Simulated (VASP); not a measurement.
# BAs (F-43m) in VASP: settings compared

Aim: see how the results for BAs move with the level of theory and the settings. Levels: r2SCAN, LDA, PBE. Tasks: G0W0 quasiparticle levels.

Everything below comes from runs of VASP 6.6.1. Logs are shortened: lines on timing, memory, paths and dates and some standing lists are left out, and cuts for length are marked.

**1. The cell of the first run**

It takes space group F-43m (No. 216, cubic). Conventional cell: a = 4.784 Å, b = 4.784 Å, c = 4.784 Å, α = 90.00°, β = 90.00°, γ = 90.00°. B (site symmetry -43m) has 4 As at 2.07 Å within 2.7 Å. As (site symmetry -43m) has 4 B at 2.07 Å within 2.7 Å.

**2. G0W0 quasiparticle levels, r2SCAN**

POSCAR

```
BAs
1.0
    0.0000000000      2.3918676044      2.3918676044
    2.3918676044      0.0000000000      2.3918676044
    2.3918676044      2.3918676044      0.0000000000
B As
1 1
Direct
    0.0000000000      0.0000000000      0.0000000000
    0.2500000000      0.2500000000      0.2500000000
```

INCAR.step1

```
SYSTEM = BAs
  PREC = Accurate
  ENCUT = 500
  EDIFF = 1E-8
  ISMEAR = 0
  SIGMA = 0.01
  LREAL = .False.
  LASPH = .True.
  NELM = 60
  ALGO = Normal
  LWAVE = .True.
  LCHARG = .False.
  METAGGA = R2SCAN
  LMIXTAU = .True.
```

INCAR.step2

```
SYSTEM = BAs
  PREC = Accurate
  ENCUT = 500
  EDIFF = 1E-8
  ISMEAR = 0
  SIGMA = 0.01
  LREAL = .False.
  LASPH = .True.
  NELM = 1
  ALGO = Exact
  LWAVE = .True.
  LCHARG = .False.
  METAGGA = R2SCAN
  LMIXTAU = .True.
  NBANDS = 106
  LOPTICS = .True.
  ISTART = 1
```

INCAR.step3

```
SYSTEM = BAs
  PREC = Accurate
  ENCUT = 500
  EDIFF = 1E-8
  ISMEAR = 0
  SIGMA = 0.01
  LREAL = .False.
  LASPH = .True.
  ALGO = EVGW0
  LWAVE = .False.
  LCHARG = .False.
  METAGGA = R2SCAN
  LMIXTAU = .True.
  NELMGW = 1
  NBANDS = 106
  ENCUTGW = 140.0
  NOMEGA = 96
  PRECFOCK = Fast
  ISTART = 1
  NBANDSGW = 12
  OMEGAMAX = 20
```

KPOINTS

```
regular mesh
0
Gamma
  4 4 4
  0 0 0
```

Potentials or basis: VASP PAW PBE potentials, release 64 (B_GW, As_GW).

Launch:

```sh
> cat potpaw_PBE.64/B_GW/POTCAR potpaw_PBE.64/As_GW/POTCAR > POTCAR
> cp INCAR.step1 INCAR
> mpirun -np 1 vasp_std > vasp.out
> cp INCAR.step2 INCAR
> mpirun -np 1 vasp_std > vasp.out
> cp INCAR.step3 INCAR
> mpirun -np 1 vasp_std > vasp.out
```

OUTCAR:

```text
SYSTEM = BAs
   PREC = Accurate
   ENCUT = 500
   EDIFF = 1E-8
   ISMEAR = 0
   LREAL = .False.
   LASPH = .True.
   METAGGA = R2SCAN
   NELMGW = 1
   ENCUTGW = 140.0
   PRECFOCK = Fast
   ISTART = 1

 ion  position               nearest neighbor table
   1  0.000  0.000  0.000-   2 2.07   2 2.07   2 2.07   2 2.07
   2  0.250  0.250  0.250-   1 2.07   1 2.07   1 2.07   1 2.07

  LATTYP: Found a face centered cubic cell.
 ALAT       =     4.7837352088

  Lattice vectors:

 A1 = (   0.0000000000,   2.3918676044,   2.3918676044)
 A2 = (   2.3918676044,   0.0000000000,   2.3918676044)
 A3 = (   2.3918676044,   2.3918676044,   0.0000000000)

Analysis of symmetry for initial positions (statically):
=====================================================================
 Subroutine PRICEL returns:
 Original cell was already a primitive cell.

 Routine SETGRP: Setting up the symmetry group for a
 face centered cubic supercell.

 Subroutine GETGRP returns: Found 24 space group operations
 (whereof 24 operations were pure point group operations)
 out of a pool of 48 trial point group operations.

The static configuration has the point symmetry T_d .

Analysis of symmetry for dynamics (positions and initial velocities):
=====================================================================
 Subroutine PRICEL returns:
 Original cell was already a primitive cell.

 Routine SETGRP: Setting up the symmetry group for a
 face centered cubic supercell.

 Subroutine GETGRP returns: Found 24 space group operations
 (whereof 24 operations were pure point group operations)
 out of a pool of 48 trial point group operations.

The dynamic configuration has the point symmetry T_d .

 Subroutine INISYM returns: Found 24 space group operations
 (whereof 24 operations are pure point group operations),
 and found     1 'primitive' translations

----------------------------------------------------------------------------------------

                                     Primitive cell

  volume of cell :      27.3679

  direct lattice vectors                    reciprocal lattice vectors
[... 70 lines left out ...]
   EDIFF  = 0.1E-07   stopping-criterion for ELM
   LREAL  =      F    real-space projection
   EDIFFG = 0.1E-06   stopping-criterion for IOM
   NSW    =      0    number of steps for IOM
   IBRION =     -1    ionic relax: 0-MD 1-quasi-New 2-CG
   NFREE  =      0    steps in history (QN), initial steepest desc. (CG)
   ISIF   =      0    stress and relaxation
   ISYM   =      3    0-nonsym 1-usesym 2-fastsym
   POTIM  = 0.5000    time-step for ionic-motion
   TEBEG  =    0.0;   TEEND  =   0.0 temperature during run
   PSTRESS=    0.0 pullay stress
   NELECT =       8.0000    total number of electrons
   NUPDOWN=      -1.0000    fix difference up-down
   EMIN   =  10.00;   EMAX   =-10.00  energy-range for DOS
   EFERMI =   0.00;   METHOD = LEGACY
   ISMEAR =     0;   SIGMA  =   0.01  broadening in eV -4-tet -1-fermi 0-gaus
   EFERMI_NEDOS =   21; number of points for ismear=-14 and -15
   IALGO  =     38    algorithm
   IMIX   =      4    mixing-type and parameters
     AMIX     =   0.40;   BMIX     =  1.00
     AMIX_MAG =   1.60;   BMIX_MAG =  1.00
  volume/ion in A,a.u.               =      13.68        92.34
  Fermi-wavevector in a.u.,A,eV,Ry     =   1.086487  2.053162 16.061039  1.180453
  Thomas-Fermi vector in A             =   2.222624
   LORBIT       =      0    0 simple, 1 ext, 2 COOP (PROOUT), +10 PAW based schemes
   METAGGA = R2SCAN    functional components
   LHFCALC =     T    Hartree Fock is set to
   PRECFOCK=fast      Normal, Fast or Accurate (Low or Medium for compatibility)
   ENCUT4O =  -1.0   cutoff for four orbital integrals eV
   NKREDX  =     1    reduce k-point grid by
   NKREDY  =     1    reduce k-point grid by
   NKREDZ  =     1    reduce k-point grid by
   AEXX    =    1.0000 exact exchange contribution
   HFSCREEN=    0.0000 screening length (either q_TF or 0.3 A-1)
   HFSCREENC=   0.0000 screening length for correlation (either q_TF or 0.3 A-1)
   ENCUTFOCK=  -1.0 apply spherical cutoff to Coloumb kernel
   IVDW    =     0    specifies the selected vdW correction
   LEPSILON=     F    determine dielectric tensor
   LRPA    =     F    only Hartree local field effects (RPA)
   LRPAFORCE           =     F    calculate RPA forces
   ENCUTGW             = 140.0    cutoff for response function in eV
   ENCUTGWSOFT         = 112.0    soft cutoff for Coulomb kernel in GW response function in eV
   ENCUTLF             =  -1.0    cutoff for local field effects
   NELMGW              =     1    number of iterations in solving QP/BSE equation
   NELMHF              =     1    number of iterations in the inner HF iteration
   NKREDLFX            =     1    NKREDLFY  =   1   NKREDLFZ  =   1
 non-spin polarized calculation
 Gauss-broadening in eV      SIGMA  =   0.01
  energy-cutoff  :      500.00
  volume of cell :       27.37
 maximum number of plane-waves:       725
 NGX is ok and might be reduce to    28
  NGX = 14; NGY = 14; NGZ = 14
   NGX = 13   NGY = 13   NGZ = 13
 maximum number of plane-waves:       113
 NGX is ok and might be reduce to    14

 QP shifts <psi_nk| G(iteration)W_0 |psi_nk>: iteration 1
 for sc-GW calculations column KS-energies equals QP-energies in previous step
 and V_xc(KS)=  KS-energies - (<T + V_ion + V_H > + <T+V_H+V_ion>^1  + <V_x>^1)

 k-point   1 :       0.0000    0.0000    0.0000
  band No.  KS-energies  QP-energies   sigma(KS)   V_xc(KS)     V^pw_x(r,r')   Z            occupation Imag(sigma)

      1     -10.0851     -10.2477     -12.7685     -12.5428     -19.6021       0.7206       2.0000       1.1627
      2       6.0513       5.6214     -13.2171     -12.6763     -14.3557       0.7949       2.0000       0.0223
      3       6.0513       5.6214     -13.2171     -12.6763     -14.3557       0.7949       2.0000       0.0223
      4       6.0513       5.6214     -13.2171     -12.6763     -14.3557       0.7949       2.0000       0.0223
      5       9.4743       9.7960     -10.8765     -11.2806      -6.5461       0.7960       0.0000      -0.0499
      6       9.4743       9.7960     -10.8765     -11.2806      -6.5461       0.7960       0.0000      -0.0499
      7       9.4743       9.7960     -10.8765     -11.2806      -6.5461       0.7960       0.0000      -0.0499
      8      11.1043      11.4764     -11.7285     -12.2148      -6.4021       0.7650       0.0000      -0.0770
      9      16.3576      15.8768      -8.7723      -8.1652      -2.9641       0.7921       0.0000      -0.2453
     10      19.4662      19.2590     -10.2826     -10.0181      -4.3764       0.7833       0.0000      -0.2712
     11      19.4662      19.2590     -10.2826     -10.0181      -4.3764       0.7833       0.0000      -0.2712
     12      21.2565      20.5540      -9.0705      -8.2108      -2.4690       0.8171       0.0000      -0.6608
[... 100 lines left out ...]
      1      -5.4768      -5.5460     -13.0663     -12.9728     -18.2787       0.7409       2.0000       0.5323
      2      -2.5503      -2.8867     -13.1964     -12.7387     -17.5709       0.7348       2.0000       0.2930
      3       0.3266      -0.0982     -12.0428     -11.4907     -14.7162       0.7695       2.0000       0.0842
      4       0.6241       0.1940     -12.1234     -11.5612     -14.7025       0.7650       2.0000       0.0736
      5      11.7196      11.6326     -10.3027     -10.1926      -5.2569       0.7905       0.0000      -0.0802
      6      12.4644      12.7206     -11.1242     -11.4579      -5.5745       0.7675       0.0000      -0.1045
      7      13.2075      13.1164      -9.8766      -9.7624      -4.8790       0.7978       0.0000      -0.0996
      8      13.4130      13.5471     -10.9321     -11.1054      -5.3537       0.7740       0.0000      -0.1374
      9      19.1442      18.9220     -11.2532     -10.9600      -4.1955       0.7575       0.0000      -0.4376
     10      22.4038      22.1829     -11.2808     -10.9916      -4.2022       0.7641       0.0000      -0.6832
     11      22.6249      22.1380     -10.3595      -9.7190      -3.3413       0.7603       0.0000      -0.5919
     12      25.8824      25.5353     -10.5268     -10.0733      -3.4465       0.7655       0.0000      -0.8729
```

OUTCAR.step1:

```text
SYSTEM = BAs
   PREC = Accurate
   ENCUT = 500
   EDIFF = 1E-8
   ISMEAR = 0
   LREAL = .False.
   LASPH = .True.
[... 290 lines left out ...]
      0.00000      0.00000      0.00000         0.000000      0.000000      0.000000
      1.19593      1.19593      1.19593        -0.000000     -0.000000     -0.000000
 -----------------------------------------------------------------------------------
    total drift:                               -0.000000     -0.000000     -0.000000

  FREE ENERGIE OF THE ION-ELECTRON SYSTEM (eV)
  ---------------------------------------------------
  free  energy   TOTEN  =       -22.0825392430 eV

  energy  without entropy=      -22.0825392430  energy(sigma->0) =      -22.08253924
```

OUTCAR.step2:

```text
SYSTEM = BAs
   PREC = Accurate
   ENCUT = 500
   EDIFF = 1E-8
[... 690 lines left out ...]
  --------------------------------------------------------------------------------------------------------------
     0.00000    14.23371    14.23371    14.23371     0.00000     0.00000    -0.00000
     1.79370    16.24452    16.24452    16.24452     0.00000     0.00000    -0.00000
     3.58739    12.47182    12.47182    12.47182     0.00000     0.00000    -0.00000
     5.38109    16.71875    16.71875    16.71875     0.00000     0.00000     0.00000
     7.17479   -18.05645   -18.05645   -18.05645    -0.00000    -0.00000     0.00000
     8.96848    -5.68823    -5.68823    -5.68823    -0.00000    -0.00000     0.00000
[... 92 lines left out ...]
   175.78227     0.98297     0.98297     0.98297    -0.00000    -0.00000     0.00000
   177.57596     0.98332     0.98332     0.98332    -0.00000    -0.00000     0.00000
```

It took 73 s on 1 thread of AMD EPYC 9R45 (Zen 5), shared host; peak memory 0.23 GiB.

Results:

```
Quasiparticle gap                                   : 2.00 eV
Least direct quasiparticle gap                      : 4.17 eV
Band gap of the starting levels on the mesh         : 1.59 eV
Least direct gap of the starting levels on the mesh : 3.42 eV
```

Caveat: the k points lie up to 0.57 Å⁻¹ apart; bands, screening cutoff and mesh are small and nothing is extrapolated, so the quasiparticle values aren't converged.

**3. G0W0 quasiparticle levels, LDA**

POSCAR is that of step 2.

INCAR.step1

```
SYSTEM = BAs
ALGO     = Normal         ! electronic algorithm
EDIFF    = 1E-8           ! SCF threshold, eV
ENCUT    = 500            ! plane-wave cutoff, eV
GGA      = CA             ! functional
ISMEAR   = 0              ! smearing method
LASPH    = .TRUE.         ! aspherical terms in the spheres
LCHARG   = .FALSE.        ! write CHGCAR
LREAL    = .FALSE.        ! projectors in reciprocal space
LWAVE    = .TRUE.         ! write WAVECAR
NELM     = 60             ! most SCF steps
PREC     = Accurate       ! precision mode
SIGMA    = 0.01           ! smearing width, eV
```

INCAR.step2

```
SYSTEM = BAs
ALGO     = Exact          ! electronic algorithm
EDIFF    = 1E-8           ! SCF threshold, eV
ENCUT    = 500            ! plane-wave cutoff, eV
GGA      = CA             ! functional
ISMEAR   = 0              ! smearing method
ISTART   = 1            
LASPH    = .TRUE.         ! aspherical terms in the spheres
LCHARG   = .FALSE.        ! write CHGCAR
LOPTICS  = .TRUE.         ! frequency-dependent dielectric function
LREAL    = .FALSE.        ! projectors in reciprocal space
LWAVE    = .TRUE.         ! write WAVECAR
NBANDS   = 106            ! bands
NELM     = 1              ! most SCF steps
PREC     = Accurate       ! precision mode
SIGMA    = 0.01           ! smearing width, eV
```

INCAR.step3

```
SYSTEM = BAs
ALGO     = EVGW0          ! electronic algorithm
EDIFF    = 1E-8           ! SCF threshold, eV
ENCUT    = 500            ! plane-wave cutoff, eV
ENCUTGW  = 140.0          ! cutoff of the response function
GGA      = CA             ! functional
ISMEAR   = 0              ! smearing method
ISTART   = 1            
LASPH    = .TRUE.         ! aspherical terms in the spheres
LCHARG   = .FALSE.        ! write CHGCAR
LREAL    = .FALSE.        ! projectors in reciprocal space
LWAVE    = .FALSE.        ! write WAVECAR
NBANDS   = 106            ! bands
NBANDSGW = 12           
NELMGW   = 1            
NOMEGA   = 96             ! frequency points
OMEGAMAX = 30           
PREC     = Accurate       ! precision mode
PRECFOCK = Fast         
SIGMA    = 0.01           ! smearing width, eV
```

KPOINTS

```
k-points
0
G
  4 4 4
  0 0 0
```

Potentials or basis: VASP PAW LDA potentials, release 64 (B_GW, As_GW).

Launch:

```sh
> cat potpaw_LDA.64/B_GW/POTCAR potpaw_LDA.64/As_GW/POTCAR > POTCAR
> cp INCAR.step1 INCAR
> mpirun -np 1 vasp_std > vasp.out
> cp INCAR.step2 INCAR
> mpirun -np 1 vasp_std > vasp.out
> cp INCAR.step3 INCAR
> mpirun -np 1 vasp_std > vasp.out
```

OUTCAR:

```text
SYSTEM = BAs
   EDIFF = 1E-8
   ENCUT = 500
   ENCUTGW = 140.0
   GGA = CA
   ISMEAR = 0
   ISTART = 1
   LASPH = .TRUE.
   LREAL = .FALSE.
   NELMGW = 1
   PREC = Accurate
   PRECFOCK = Fast

 ion  position               nearest neighbor table
   1  0.000  0.000  0.000-   2 2.07   2 2.07   2 2.07   2 2.07
   2  0.250  0.250  0.250-   1 2.07   1 2.07   1 2.07   1 2.07
[... 184 lines left out ...]
      2       6.1859       5.8876     -13.1931     -12.8147     -14.2652       0.7885       2.0000       0.0386
      3       6.1859       5.8876     -13.1931     -12.8147     -14.2652       0.7885       2.0000       0.0386
      4       6.1859       5.8876     -13.1931     -12.8147     -14.2652       0.7885       2.0000       0.0386
      5       9.4134       9.9295     -11.0039     -11.6613      -6.5799       0.7850       0.0000      -0.0829
      6       9.4134       9.9295     -11.0039     -11.6613      -6.5799       0.7850       0.0000      -0.0829
      7       9.4134       9.9295     -11.0039     -11.6613      -6.5799       0.7850       0.0000      -0.0829
      8      10.8074      11.5059     -11.8458     -12.7671      -6.4307       0.7582       0.0000      -0.1239
      9      15.4828      15.8260      -8.9709      -9.4077      -3.0698       0.7858       0.0000      -0.2789
     10      19.1758      19.3159     -10.3661     -10.5465      -4.3374       0.7770       0.0000      -0.3495
     11      19.1758      19.3159     -10.3661     -10.5465      -4.3374       0.7770       0.0000      -0.3495
     12      20.3865      20.6765      -8.9940      -9.3630      -2.4937       0.7860       0.0000      -0.5233
[... 100 lines left out ...]
      1      -4.8888      -5.1757     -13.0543     -12.6613     -18.2848       0.7300       2.0000       0.6083
      2      -1.7376      -2.4419     -13.1458     -12.1780     -17.4354       0.7278       2.0000       0.3446
      3       0.6847       0.2215     -11.9750     -11.3669     -14.6413       0.7617       2.0000       0.1328
      4       0.9821       0.5163     -12.0541     -11.4417     -14.6185       0.7607       2.0000       0.1226
      5      11.3420      11.7094     -10.4420     -10.9148      -5.3033       0.7771       0.0000      -0.1213
      6      12.0124      12.7446     -11.2998     -12.2669      -5.6382       0.7572       0.0000      -0.1549
      7      12.8415      13.1805      -9.9698     -10.4003      -4.9083       0.7876       0.0000      -0.1424
      8      13.1789      13.6086     -11.0803     -11.6433      -5.3636       0.7633       0.0000      -0.1923
      9      18.2726      18.8527     -11.4164     -12.2023      -4.2170       0.7381       0.0000      -0.4974
     10      21.5157      22.1071     -11.3773     -12.1569      -4.1979       0.7585       0.0000      -0.7397
     11      21.7197      22.0469     -10.3842     -10.8177      -3.3045       0.7547       0.0000      -0.6479
     12      24.9392      25.4174     -10.5677     -11.1963      -3.4011       0.7607       0.0000      -0.9246
```

OUTCAR.step1:

```text
SYSTEM = BAs
   EDIFF = 1E-8
   ENCUT = 500
   GGA = CA
   ISMEAR = 0
   LASPH = .TRUE.
   LREAL = .FALSE.
[... 290 lines left out ...]
      0.00000      0.00000      0.00000         0.000000      0.000000      0.000000
      1.19593      1.19593      1.19593        -0.000000     -0.000000     -0.000000
 -----------------------------------------------------------------------------------
    total drift:                               -0.000000     -0.000000     -0.000000

  FREE ENERGIE OF THE ION-ELECTRON SYSTEM (eV)
  ---------------------------------------------------
  free  energy   TOTEN  =       -12.7517856001 eV

  energy  without entropy=      -12.7517856001  energy(sigma->0) =      -12.75178560
```

OUTCAR.step2:

```text
SYSTEM = BAs
   EDIFF = 1E-8
   ENCUT = 500
   GGA = CA
[... 690 lines left out ...]
  --------------------------------------------------------------------------------------------------------------
     0.00000    15.71693    15.71693    15.71693     0.00000    -0.00000     0.00000
     1.71446    18.06754    18.06754    18.06754     0.00000    -0.00000     0.00000
     3.42892    17.79591    17.79591    17.79591     0.00000    -0.00000     0.00000
     5.14338    36.74140    36.74140    36.74140    -0.00000    -0.00000     0.00000
     6.85784   -13.26727   -13.26727   -13.26727    -0.00000     0.00000    -0.00000
     8.57230    -5.73824    -5.73824    -5.73824    -0.00000     0.00000     0.00000
[... 92 lines left out ...]
   168.01710     0.98218     0.98218     0.98218    -0.00000     0.00000    -0.00000
   169.73156     0.98255     0.98255     0.98255    -0.00000     0.00000    -0.00000
```

Run time: 82 s. Hardware: 1 thread of Intel Xeon 8259CL, shared host; peak memory 0.26 GiB.

Results:

| Item | Value |
| --- | --- |
| Quasiparticle gap | 1.99 eV |
| Least direct quasiparticle gap | 4.04 eV |
| Band gap of the starting levels on the mesh | 1.32 eV |
| Least direct gap of the starting levels on the mesh | 3.23 eV |

Caveat: the k points lie up to 0.57 Å⁻¹ apart; bands, screening cutoff and mesh are small and nothing is extrapolated, so the quasiparticle values aren't converged.

(Continued in part 2 of 2.)
